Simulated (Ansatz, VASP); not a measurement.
Two plane-wave programs on Re

```
Re
1.0
     0.00000    2.70824    2.70824
     2.70824    0.00000    2.70824
     2.70824    2.70824    0.00000
Re
2
Direct
  0.12500 0.12500 0.12500
  0.87500 0.87500 0.87500
```

Alike in both runs: task relaxation of cell and atoms; functional LDA; k mesh 10 × 10 × 10; occupations fermi-dirac, width 0.1 eV; no spin polarisation.

```csv
,VASP,Ansatz
version,VASP 6.6.1,Ansatz 0.2.0
potentials or method,"VASP PAW LDA potentials, release 64 (Re), cutoff 600 eV","plane waves (420 eV) with PAW, scalar-relativistic"
valence electrons in the cell,14,30
```

```csv
,VASP,Ansatz,Ansatz less VASP
relaxed volume (Å³/atom),21.34,21.50,+0.165
relaxed length of the cell vector where the two differ most in proportion (Å),3.923,3.933,+0.0101
```

Ansatz warns that its potentials were made for another functional, while VASP's fit it. LDA's correlation is that of Perdew and Zunger in VASP and of Perdew and Wang (1992) in Ansatz. VASP's potentials hold 14 valence electrons a cell and Ansatz's 30, so a difference there can come from the potentials and not from the codes.

Spin-orbit coupling is off throughout.
